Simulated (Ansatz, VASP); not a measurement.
**Two plane-wave programs on WS2**

The input INCAR:

```
PREC = Accurate ; ENCUT = 520
EDIFF = 1E-6 ; ISMEAR = 0
SIGMA = 0.02 ; LREAL = False
LASPH = True ; NELM = 60
ALGO = Normal ; ISIF = 2
LWAVE = False ; LCHARG = False
LDIPOL = True ; IDIPOL = 3
DIPOL = 0.5 0.5 0.500 ; GGA = PE
IVDW = 12 ; NBANDS = 20
```

KPOINTS

```
Automatic mesh
0
Gamma
  12 12 1
```

Contents of POSCAR:

```
WS2
1.0
    2.9700000000      0.0000000000      0.0000000000
   -1.4850000000      2.5720954492      0.0000000000
    0.0000000000      0.0000000000     32.2910878415
S W
2 1
Direct
    0.3333333333      0.6666666667      0.4499303862
    0.3333333333      0.6666666667      0.5500818589
    0.6666666667      0.3333333333      0.5000061202
```

Input for Ansatz:

```yaml
crystal:
  lattice:
    - [2.97, 0.0, 0.0]
    - [-1.485, 2.5720954492, 0.0]
    - [0.0, 0.0, 32.2910878415]
  atoms:
    - { symbol: S, position: [0.3333333333, 0.6666666667, 0.4499303862] }
    - { symbol: W, position: [0.6666666667, 0.3333333333, 0.5000061202] }
    - { symbol: S, position: [0.3333333333, 0.6666666667, 0.5500818589] }
  periodic: [true, true, false]
basis:
  ecutwfc: 420
kpoints:
  mp_grid: { grid: [12, 12, 1] }
hamiltonian:
  xc: pbe
  pseudopotentials: { kind: paw, azcp: { folder: soft_1 } }
  dispersion: d3bj
scf:
  occupations: { method: gaussian, width: 0.02 }
output:
  forces: true
  stress: true
  eigenvalues: true
```

Alike in both runs: task single point; functional PBE; dispersion D3(BJ); k mesh 12 × 12 × 1; occupations gaussian, width 0.02 eV; no spin polarisation.

|  | VASP | Ansatz |
| --- | --- | --- |
| version | VASP 6.6.1 | Ansatz 0.2.0 |
| potentials or method | VASP PAW PBE potentials, release 64 (S, W_sv), cutoff 520 eV | scalar-relativistic, plane waves, PAW |
| valence electrons in the cell | 26 | 26 |

|  | VASP | Ansatz | Ansatz less VASP |
| --- | --- | --- | --- |
| gap on the k mesh at the Fermi level (eV) | 1.72 | 1.72 | +0.001 |
| least direct gap on the mesh (eV) | 2.61 | 2.61 | -0.003 |
| rms of the force components (eV/Å) | 0.326 | 0.326 | -0.0004 |

Neither program's run includes spin-orbit coupling.
